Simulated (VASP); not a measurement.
Here is a VASP 6.6.1 calculation.

INCAR

```
ALGO = Normal ; EDIFF = 1E-6
ENCUT = 520 ; GGA = CA
ISIF = 2 ; ISMEAR = 0
LASPH = T ; LCHARG = F
LREAL = F ; LWAVE = F
NBANDS = 7 ; NELM = 100
PREC = Accurate ; SIGMA = 0.1
```

Contents of KPOINTS:

```
k-points
0
Gamma
  16 16 16
```

POSCAR

```
Mg
1.0
   -1.4894179232      1.4894179232      1.4894179232
    1.4894179232     -1.4894179232      1.4894179232
    1.4894179232      1.4894179232     -1.4894179232
Mg
1
Direct
    0.0000000000      0.0000000000      0.0000000000
```

Potentials or basis: VASP PAW LDA potentials, release 64 (Mg).

The run is started by

```console
$ cat potpaw_LDA.64/Mg/POTCAR > POTCAR
$ mpirun -np 1 vasp_std > vasp.out
```

(1) Estimate the pressure.

(2) Estimate the band gap on the k mesh.

Answers

(1) 50.3 GPa.

(2) zero (band 1 reaches 10.12 eV, above the bottom of band 2 at 5.22 eV).
